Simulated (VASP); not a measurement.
Wanted: the native input for a VASP 6.6.1 run.

```
Task                   : electric field gradients
Functional             : PBEsol
Potentials or basis    : VASP PAW PBE potentials, release 64 (Pb_d, S)
Cutoff                 : 520 eV
k mesh                 : 7 × 7 × 3
Occupations            : fermi-dirac, width 0.01 eV
Spin                   : no spin polarisation
Dipole correction      : no
Further INCAR settings : ALGO = Normal; EDIFF = 1e-08; NBANDS = 28
```

The structure of PbS lies in POSCAR:

```
PbS
1.0
    2.9791952269     -2.9381622711      0.0000000000
    2.9791952269      2.9381622711      0.0000000000
   -1.0942628141      0.0000000000     11.8633772756
Pb S
2 2
Direct
    0.7756000000      0.7756000000      0.6363800000
    0.2244000000      0.2244000000      0.3636200000
    0.2684000000      0.2684000000      0.5986000000
    0.7316000000      0.7316000000      0.4014000000
```

One way to write it, as run:

INCAR

```
SYSTEM = PbS
PREC     = Accurate       ! precision mode
ENCUT    = 520            ! plane-wave cutoff, eV
EDIFF    = 1E-8           ! SCF threshold, eV
ISMEAR   = -1             ! smearing method
SIGMA    = 0.01           ! smearing width, eV
LREAL    = .False.        ! projectors in reciprocal space
LASPH    = .True.         ! aspherical terms in the spheres
NELM     = 60             ! most SCF steps
ALGO     = Normal         ! electronic algorithm
ISIF     = 2              ! what is computed and relaxed
LWAVE    = .False.        ! write WAVECAR
LCHARG   = .False.        ! write CHGCAR
GGA      = PS             ! functional
LEFG     = .True.       
NBANDS   = 28             ! bands
```

KPOINTS

```
Automatic mesh
0
Gamma
  7 7 3
  0 0 0
```

Potentials or basis: VASP PAW PBE potentials, release 64 (Pb_d, S).

The run is started by

```sh
$ cat potpaw_PBE.64/Pb_d/POTCAR potpaw_PBE.64/S/POTCAR > POTCAR
$ mpirun -np 1 vasp_std > vasp.out
```

Results of the run:

| Quantity | Value |
| --- | --- |
| Largest force | 0.918 eV/Å |
| Band gap on the k mesh | 1.33 eV |
| Largest electric field gradient by atom | Pb -122.1; S +1.2 V/Å² |

Caveat: without QUAD_EFG the Cq values of the log hold for a quadrupole moment of 1 mb, not for the nuclei; the PAW data sets were made with another functional, which shifts forces and pressure a little; spin-orbit coupling is left out, which moves the levels of the heavy elements.

Run time: 8.6 min on 1 thread of Intel Xeon 8259CL (shared host), peak memory 0.42 GiB.
